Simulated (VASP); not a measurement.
Set up this calculation in VASP 6.6.1, as the native input.

```yaml
Task: single point
Functional: PBE
Potentials_or_basis: VASP PAW PBE potentials, release 64 (Pb_d, N, C, S)
Cutoff: 520 eV
k_mesh: 1 × 1 × 1
Occupations: gaussian, width 0.01 eV
Spin: non-collinear spin, zero start, spin-orbit coupling
Starting_moments: "[[0.0, 0.0, 0.0], [0.0, 0.0, 0.0], [0.0, 0.0, 0.0], [0.0, 0.0, 0.0], [0.0, 0.0, 0.0], [0.0, 0.0, 0.0], [0.0, 0.0, 0.0]] μB"
Dipole_correction: no
Further_INCAR_settings: ALGO = Normal; EDIFF = 1e-07; NBANDS = 61
```

The structure of PbN2C2S2 lies in POSCAR:

```
PbC2S2N2
1.0
    9.0300000000      0.0000000000      0.0000000000
    0.0000000000     11.3400000000      0.0000000000
    0.0000000000      0.0000000000     17.5000000000
Pb N C S
1 2 2 2
Direct
    0.5015658900      0.6032389800      0.4999142900
    0.4995005500      0.4711384500      0.5910902900
    0.4995005500      0.4711384500      0.4087382900
    0.4990210400      0.4404788400      0.6566880000
    0.4990210400      0.4404788400      0.3431405700
    0.4983388700      0.3968254000      0.7426857100
    0.4983388700      0.3968254000      0.2571428600
```

One way to write it, as run:

INCAR

```
ALGO = Normal ; EDIFF = 1E-7
ENCUT = 520 ; GGA = PE
GGA_COMPAT = F ; ISIF = 2
ISMEAR = 0 ; LASPH = T
LCHARG = F ; LNONCOLLINEAR = T
LORBIT = 11 ; LORBMOM = T
LREAL = F ; LSORBIT = T
LWAVE = F ; MAGMOM = 0 0 0 0 0 0 0 0 0 0 0 0 0 0 0 0 0 0 0 0 0
NBANDS = 61 ; NELM = 150
PREC = Accurate ; SIGMA = 0.01
```

KPOINTS

```
k-points
0
Gamma
  1 1 1
```

Potentials or basis: VASP PAW PBE potentials, release 64 (Pb_d, N, C, S).

Command:

```console
$ cat potpaw_PBE.64/Pb_d/POTCAR potpaw_PBE.64/N/POTCAR potpaw_PBE.64/C/POTCAR potpaw_PBE.64/S/POTCAR > POTCAR
$ mpirun -np 1 vasp_ncl > vasp.out
```

It gave:

```yaml
Largest_force: 0.794 eV/Å
Net_moment: 0.00 μB per cell
Valence_electrons_inside_the_program's_atomic_spheres: Pb 11.88; N 3.88; C 2.62; S 3.76
```

It took 22 min on 1 thread of AMD EPYC 7R13 Processor (Zen 3), on a shared host, peak memory 4.5 GiB.
